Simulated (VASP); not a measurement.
# Na (P6_3/mmc) in VASP: further runs

Na is run at these levels: r2SCAN, HSE06; tasks: single point.

All numbers are computed with VASP 6.6.1; they aren't measurements. Logs are shortened: lines on timing, memory, paths and dates and some standing lists are left out, and cuts for length are marked.

## 1. The cell of the first run

It takes space group P6_3/mmc (No. 194, hexagonal). The conventional cell has a = 3.767 Å, b = 3.767 Å, c = 6.154 Å, α = 90.00°, β = 90.00°, γ = 120.00°. Within 4.9 Å of Na (site symmetry -6m2) lie 12 Na at 3.77 Å.

## 2. Single point, r2SCAN

Contents of POSCAR:

```
Na
1.0
    3.7670000000      0.0000000000      0.0000000000
   -1.8835000000      3.2623176961      0.0000000000
    0.0000000000      0.0000000000      6.1540000000
Na
2
Direct
    0.6666666667      0.3333333333      0.7500000000
    0.3333333333      0.6666666667      0.2500000000
```

Contents of INCAR.step1:

```
  PREC = Accurate
  ENCUT = 520
  ISMEAR = -1
  SIGMA = 0.05
  LREAL = False
  LASPH = True
  NELM = 100
  NBANDS = 14
  GGA = PE
  ALGO = Normal
  EDIFF = 1E-4
  LWAVE = True
  LCHARG = False
```

Contents of INCAR.step2:

```
  PREC = Accurate
  ENCUT = 520
  EDIFF = 1E-7
  ISMEAR = -1
  SIGMA = 0.05
  LREAL = False
  LASPH = True
  NELM = 100
  ALGO = Normal
  ISIF = 2
  LWAVE = False
  LCHARG = True
  METAGGA = R2SCAN
  LMIXTAU = True
  LELF = True
  LVHAR = True
  NBANDS = 14
  ISTART = 1
```

Contents of KPOINTS:

```
regular mesh
0
Gamma
  5 5 3
```

Potentials or basis: VASP PAW PBE potentials, release 64 (Na_pv).

The run is started by

```sh
$ cat potpaw_PBE.64/Na_pv/POTCAR > POTCAR
$ cp INCAR.step1 INCAR
$ mpirun -np 1 vasp_std > vasp.out
$ cp INCAR.step2 INCAR
$ mpirun -np 1 vasp_std > vasp.out
```

OUTCAR:

```text
PREC = Accurate
   ENCUT = 520
   EDIFF = 1E-7
   ISMEAR = -1
   LREAL = False
   LASPH = True
   NELM = 100
   ISIF = 2
   METAGGA = R2SCAN
   ISTART = 1

 ion  position               nearest neighbor table
   1  0.667  0.333  0.750-
   2  0.333  0.667  0.250-

  LATTYP: Found a hexagonal cell.
 ALAT       =     3.7670000000
 C/A-ratio  =     1.6336607380

  Lattice vectors:

 A1 = (   3.7670000000,   0.0000000000,   0.0000000000)
 A2 = (  -1.8835000000,   3.2623176961,   0.0000000000)
 A3 = (   0.0000000000,   0.0000000000,   6.1540000000)

Analysis of symmetry for initial positions (statically):
=====================================================================
 Subroutine PRICEL returns:
 Original cell was already a primitive cell.

 Routine SETGRP: Setting up the symmetry group for a
 hexagonal supercell.

 Subroutine GETGRP returns: Found 24 space group operations
 (whereof 12 operations were pure point group operations)
 out of a pool of 24 trial point group operations.

The static configuration has the point symmetry D_3d.
 The point group associated with its full space group is D_6h.

Analysis of symmetry for dynamics (positions and initial velocities):
=====================================================================
 Subroutine PRICEL returns:
 Original cell was already a primitive cell.

 Routine SETGRP: Setting up the symmetry group for a
 hexagonal supercell.

 Subroutine GETGRP returns: Found 24 space group operations
 (whereof 12 operations were pure point group operations)
 out of a pool of 24 trial point group operations.

The dynamic configuration has the point symmetry D_3d.
 The point group associated with its full space group is D_6h.

 Subroutine INISYM returns: Found 24 space group operations
 (whereof 12 operations are pure point group operations),
 and found     1 'primitive' translations

----------------------------------------------------------------------------------------

                                     Primitive cell

  volume of cell :      75.6274

  direct lattice vectors                    reciprocal lattice vectors
     3.767000000  0.000000000  0.000000000     0.265463233  0.153265269  0.000000000
    -1.883500000  3.262317696  0.000000000     0.000000000  0.306530538  0.000000000
     0.000000000  0.000000000  6.154000000     0.000000000  0.000000000  0.162495938

  length of vectors
     3.767000000  3.767000000  6.154000000     0.306530538  0.306530538  0.162495938

  position of ions in fractional coordinates (direct lattice)
     0.666666667  0.333333333  0.750000000
     0.333333333  0.666666667  0.250000000

  ion indices of the primitive-cell ions
   primitive index   ion index
                 1           1
                 2           2

----------------------------------------------------------------------------------------

 KPOINTS: regular mesh

Automatic generation of k-mesh.
 Grid dimensions read from file:
 generate k-points for:    5    5    3

 Generating k-lattice:

  Cartesian coordinates                     Fractional coordinates (reciprocal lattice)
     0.053092647  0.030653054  0.000000000     0.200000000  0.000000000  0.000000000
     0.000000000  0.061306108  0.000000000     0.000000000  0.200000000  0.000000000
     0.000000000  0.000000000  0.054165313     0.000000000  0.000000000  0.333333333

  Length of vectors
     0.061306108  0.061306108  0.054165313

  Shift w.r.t. Gamma in fractional coordinates (k-lattice)
     0.000000000  0.000000000  0.000000000

 Subroutine IBZKPT returns following result:
 ===========================================

 Found     10 irreducible k-points:

 Following reciprocal coordinates:
            Coordinates               Weight
  0.000000  0.000000  0.000000      1.000000
  0.200000 -0.000000  0.000000      6.000000
  0.400000 -0.000000  0.000000      6.000000
  0.200000  0.200000  0.000000      6.000000
  0.400000  0.200000  0.000000      6.000000
  0.000000  0.000000  0.333333      2.000000
  0.200000 -0.000000  0.333333     12.000000
  0.400000 -0.000000  0.333333     12.000000
  0.200000  0.200000  0.333333     12.000000
  0.400000  0.200000  0.333333     12.000000
   k-points           NKPTS =     10   k-points in BZ     NKDIM =     10   number of bands    NBANDS=     14
   number of dos      NEDOS =    301   number of ions     NIONS =      2
   total plane-waves  NPLWV =  37632
   dimension x,y,z NGX =    28 NGY =   28 NGZ =   48
   dimension x,y,z NGXF=    56 NGYF=   56 NGZF=   96
   ions per type =               2
   NGX,Y,Z   is equivalent  to a cutoff of  12.36, 12.36, 12.97 a.u.
   NGXF,Y,Z  is equivalent  to a cutoff of  24.71, 24.71, 25.93 a.u.
 SYSTEM =  unknown system
   PREC   = accura    normal or accurate (medium, high low for compatibility)
   ISTART =      1    job   : 0-new  1-cont  2-samecut
   ICHARG =      0    charge: 1-file 2-atom 10-const
   ISPIN  =      1    spin polarized calculation?
   LNONCOLLINEAR =      F non collinear calculations
   LSORBIT =      F    spin-orbit coupling
   LASPH  =      T    aspherical Exc in radial PAW
   ENCUT  =  520.0 eV  38.22 Ry    6.18 a.u.   7.00  7.00 11.44*2*pi/ulx,y,z
   NELM   =    100;   NELMIN=  2; NELMDL=  0     # of ELM steps
   EDIFF  = 0.1E-06   stopping-criterion for ELM
   LREAL  =      F    real-space projection
   EDIFFG = 0.1E-05   stopping-criterion for IOM
   NSW    =      0    number of steps for IOM
   IBRION =     -1    ionic relax: 0-MD 1-quasi-New 2-CG
   NFREE  =      0    steps in history (QN), initial steepest desc. (CG)
   ISIF   =      2    stress and relaxation
   ISYM   =      2    0-nonsym 1-usesym 2-fastsym
   POTIM  = 0.5000    time-step for ionic-motion
   TEBEG  =    0.0;   TEEND  =   0.0 temperature during run
   PSTRESS=    0.0 pullay stress
   NELECT =      14.0000    total number of electrons
   NUPDOWN=      -1.0000    fix difference up-down
   EMIN   =  10.00;   EMAX   =-10.00  energy-range for DOS
   EFERMI =   0.00;   METHOD = LEGACY
   ISMEAR =    -1;   SIGMA  =   0.05  broadening in eV -4-tet -1-fermi 0-gaus
   EFERMI_NEDOS =   21; number of points for ismear=-14 and -15
   IALGO  =     38    algorithm
   IMIX   =      4    mixing-type and parameters
     AMIX     =   0.40;   BMIX     =  1.00
     AMIX_MAG =   1.60;   BMIX_MAG =  1.00
  volume/ion in A,a.u.               =      37.81       255.18
  Fermi-wavevector in a.u.,A,eV,Ry     =   0.933020  1.763153 11.844235  0.870527
  Thomas-Fermi vector in A             =   2.059678
   LORBIT       =      0    0 simple, 1 ext, 2 COOP (PROOUT), +10 PAW based schemes
   METAGGA = R2SCAN    functional components
   LHFCALC =     F    Hartree Fock is set to
   AEXX    =    0.0000 exact exchange contribution
   IVDW    =     0    specifies the selected vdW correction
   LEPSILON=     F    determine dielectric tensor
   LRPA    =     F    only Hartree local field effects (RPA)
 non-spin polarized calculation
  energy-cutoff  :      520.00
  volume of cell :       75.63
 maximum number of plane-waves:      2051
 NGX is ok and might be reduce to    28
   NGX = 13   NGY = 13   NGZ = 23

 number of electron      14.0000011 magnetization

 Free energy of the ion-electron system (eV)
  ---------------------------------------------------
  ext. energy  EPLUGINS =         0.00000000
  ---------------------------------------------------
  free energy    TOTEN  =        -7.17581683 eV

  energy without entropy =       -7.16558987  energy(sigma->0) =       -7.17070335

 E-fermi :   0.4985     XC(G=0):  -6.8626

 val. band max:       -0.2522797587   @ k =   0.4000  -0.0000   0.3333
 cond. band min:       0.5332803095   @ k =   0.2000   0.2000   0.3333
 fundamental gap:      0.7855600682
 Fermi energy:         0.4985371064

 k-point     1 :       0.0000    0.0000    0.0000
  band No.  band energies     occupation
      1     -25.7643      2.00000
      2     -25.7359      2.00000
      3     -25.7357      2.00000
      4     -25.7313      2.00000
      5     -25.7311      2.00000
      6     -25.7311      2.00000
      7      -3.1563      2.00000
      8       0.7868      0.00625
      9       1.4390      0.00000
     10      10.8260      0.00000
     11      10.8262      0.00000
     12      11.3172      0.00000
     13      11.3255      0.00000
     14      11.3255      0.00000

 k-point     2 :       0.2000   -0.0000    0.0000
  band No.  band energies     occupation
      1     -25.7602      2.00000
      2     -25.7444      2.00000
      3     -25.7400      2.00000
      4     -25.7385      2.00000
      5     -25.7328      2.00000
      6     -25.7327      2.00000
      7      -2.5350      2.00000
      8       1.3506      0.00000
      9       2.0158      0.00000
     10       6.3955      0.00000
     11       9.0333      0.00000
     12       9.0853      0.00000
     13       9.8978      0.00000
     14      11.5255      0.00000

 k-point     3 :       0.4000   -0.0000    0.0000
  band No.  band energies     occupation
      1     -25.7588      2.00000
      2     -25.7538      2.00000
      3     -25.7517      2.00000
      4     -25.7427      2.00000
      5     -25.7373      2.00000
      6     -25.7354      2.00000
      7      -0.7147      2.00000
      8       2.1301      0.00000
      9       3.0506      0.00000
     10       4.0054      0.00000
     11       5.9059      0.00000
     12       6.4095      0.00000
     13       8.0856      0.00000
     14       9.4683      0.00000

 k-point     4 :       0.2000    0.2000    0.0000
  band No.  band energies     occupation
      1     -25.7537      2.00000
      2     -25.7520      2.00000
      3     -25.7517      2.00000
      4     -25.7423      2.00000
      5     -25.7379      2.00000
      6     -25.7360      2.00000
      7      -1.3139      2.00000
      8       2.4830      0.00000
      9       2.9732      0.00000
     10       4.3849      0.00000
     11       5.2306      0.00000
     12       8.1080      0.00000
     13       8.2849      0.00000
     14       8.9887      0.00000

 k-point     5 :       0.4000    0.2000    0.0000
  band No.  band energies     occupation
      1     -25.7584      2.00000
      2     -25.7534      2.00000
      3     -25.7480      2.00000
      4     -25.7472      2.00000
      5     -25.7415      2.00000
      6     -25.7406      2.00000
      7       0.9183      0.00045
      8       1.1762      0.00000
      9       3.7326      0.00000
     10       4.7303      0.00000
     11       4.7940      0.00000
     12       5.3564      0.00000
     13       6.8376      0.00000
     14       7.6231      0.00000

 k-point     6 :       0.0000    0.0000    0.3333
  band No.  band energies     occupation
      1     -25.7560      2.00000
      2     -25.7394      2.00000
      3     -25.7348      2.00000
      4     -25.7345      2.00000
      5     -25.7325      2.00000
      6     -25.7323      2.00000
      7      -2.6707      2.00000
      8      -1.2407      2.00000
      9       4.2953      0.00000
     10       8.1922      0.00000
     11      11.1383      0.00000
     12      11.1385      0.00000
     13      11.4574      0.00000
     14      11.4575      0.00000

 k-point     7 :       0.2000   -0.0000    0.3333
  band No.  band energies     occupation
      1     -25.7552      2.00000
      2     -25.7452      2.00000
      3     -25.7413      2.00000
      4     -25.7371      2.00000
      5     -25.7356      2.00000
      6     -25.7342      2.00000
      7      -2.0550      2.00000
      8      -0.6415      2.00000
      9       4.7860      0.00000
     10       6.8363      0.00000
     11       7.8286      0.00000
     12       8.7303      0.00000
     13       9.4766      0.00000
     14      10.6139      0.00000

 k-point     8 :       0.4000   -0.0000    0.3333
  band No.  band energies     occupation
      1     -25.7615      2.00000
      2     -25.7583      2.00000
      3     -25.7440      2.00000
      4     -25.7409      2.00000
      5     -25.7377      2.00000
      6     -25.7372      2.00000
      7      -0.2523      2.00000
      8       1.0888      0.00001
      9       2.7665      0.00000
     10       4.0651      0.00000
     11       6.4998      0.00000
     12       8.3797      0.00000
     13       8.4777      0.00000
     14       9.6443      0.00000

 k-point     9 :       0.2000    0.2000    0.3333
  band No.  band energies     occupation
      1     -25.7572      2.00000
      2     -25.7543      2.00000
      3     -25.7439      2.00000
      4     -25.7433      2.00000
      5     -25.7389      2.00000
      6     -25.7360      2.00000
      7      -0.8449      2.00000
      8       0.5333      0.66590
      9       4.7815      0.00000
     10       4.8865      0.00000
     11       5.9192      0.00000
     12       6.6437      0.00000
     13       7.0773      0.00000
     14      10.2635      0.00000

 k-point    10 :       0.4000    0.2000    0.3333
  band No.  band energies     occupation
      1     -25.7603      2.00000
      2     -25.7580      2.00000
      3     -25.7488      2.00000
      4     -25.7447      2.00000
      5     -25.7400      2.00000
      6     -25.7373      2.00000
      7       1.3438      0.00000
      8       1.5801      0.00000
      9       2.8398      0.00000
     10       2.9600      0.00000
     11       4.6855      0.00000
     12       5.9045      0.00000
     13       8.3108      0.00000
     14       8.9679      0.00000

------------------------ aborting loop because EDIFF is reached ----------------------------------------

  FORCE on cell =-STRESS in cart. coord.  units (eV):
  Direction    XX          YY          ZZ          XY          YZ          ZX
  --------------------------------------------------------------------------------------
  -------------------------------------------------------------------------------------
  Total       -0.0364865     -0.0364865      0.0085450      0.0000000     -0.0000000      0.0000000
  in kB       -0.7729704     -0.7729704      0.1810261      0.0000000     -0.0000000      0.0000000
  external PRESSURE =      -0.4549716 kB  Pullay stress =       0.0000000 kB

 VOLUME and BASIS-vectors are now :
 -----------------------------------------------------------------------------
  energy-cutoff  :      520.00
  volume of cell :       75.63
      direct lattice vectors                 reciprocal lattice vectors
     3.767000000  0.000000000  0.000000000     0.265463233  0.153265269  0.000000000
    -1.883500000  3.262317696  0.000000000     0.000000000  0.306530538  0.000000000
     0.000000000  0.000000000  6.154000000     0.000000000  0.000000000  0.162495938

 POSITION                                       TOTAL-FORCE (eV/Angst)
 -----------------------------------------------------------------------------------
      1.88350      1.08744      4.61550         0.000000      0.000000      0.000000
     -0.00000      2.17488      1.53850         0.000000     -0.000000      0.000000
 -----------------------------------------------------------------------------------
    total drift:                                0.000000     -0.000000      0.000000

  FREE ENERGIE OF THE ION-ELECTRON SYSTEM (eV)
  ---------------------------------------------------
  free  energy   TOTEN  =        -7.1758168299 eV

  energy  without entropy=       -7.1655898730  energy(sigma->0) =       -7.17070335
```

Wall time 44 s (1 thread of AMD EPYC 7R13 (Zen 3), shared host); peak memory 0.15 GiB.

Results:

| Quantity | Value |
| --- | --- |
| Free energy | -7.1758 eV |
| Pressure | 0.0 GPa |
| Band gap on the k mesh | zero (band 7 reaches 1.34 eV, above the bottom of band 8 at -1.24 eV) |

Caveat: the k points lie up to 0.39 Å⁻¹ apart; the PAW data sets were made with another functional, which shifts forces and pressure a little.

## 3. Single point, HSE06

POSCAR is that of step 2.

Contents of INCAR.step1:

```
ALGO = Normal
EDIFF = 1E-5
ENCUT = 520
GGA = PE
ISIF = 2
ISMEAR = -1
LASPH = T
LCHARG = F
LREAL = F
LWAVE = T
NBANDS = 14
NELM = 100
PREC = Accurate
SIGMA = 0.05
```

Contents of INCAR.step2:

```
ALGO = Normal
EDIFF = 1E-7
ENCUT = 520
GGA = PE
HFSCREEN = 0.2079
ISIF = 2
ISMEAR = -1
ISTART = 1
LASPH = T
LCHARG = F
LHFCALC = T
LREAL = F
LWAVE = F
NBANDS = 14
NELM = 100
PREC = Accurate
PRECFOCK = Normal
SIGMA = 0.05
```

Contents of KPOINTS:

```
k-points
0
Gamma
  5 5 3
```

Potentials or basis: VASP PAW PBE potentials, release 64 (Na_pv).

The run is started by

```sh
$ cat potpaw_PBE.64/Na_pv/POTCAR > POTCAR
$ cp INCAR.step1 INCAR
$ mpirun -np 1 vasp_std > vasp.out
$ cp INCAR.step2 INCAR
$ mpirun -np 1 vasp_std > vasp.out
```

Run time: 7.6 min. Hardware: 1 thread of AMD EPYC 7R13 (Zen 3), shared host; peak memory 0.25 GiB.

It converged, with:

| Item | Value |
| --- | --- |
| Free energy | -2.8865 eV |
| Pressure | -0.1 GPa |
| Band gap on the k mesh | zero (band 7 reaches 1.46 eV, above the bottom of band 8 at -1.38 eV) |

Stress tensor (GPa, compression positive):
```
-0.15  0.00  0.00
 0.00 -0.15  0.00
 0.00  0.00 -0.04
```

Levels at points of the mesh, in eV from the Fermi level:
| k point | band 3 | band 4 | band 5 | band 6 | band 7 | band 8 | band 9 | band 10 | band 11 | band 12 |
| --- | --- | --- | --- | --- | --- | --- | --- | --- | --- | --- |
| (0.00, 0.00, 0.00) | -28.15 | -28.15 | -28.15 | -28.15 | -4.04 | 0.39 | 0.87 | 10.20 | 10.20 | 10.58 |

Caveat: the k points lie up to 0.39 Å⁻¹ apart; the PAW data sets were made with another functional, which shifts forces and pressure a little.
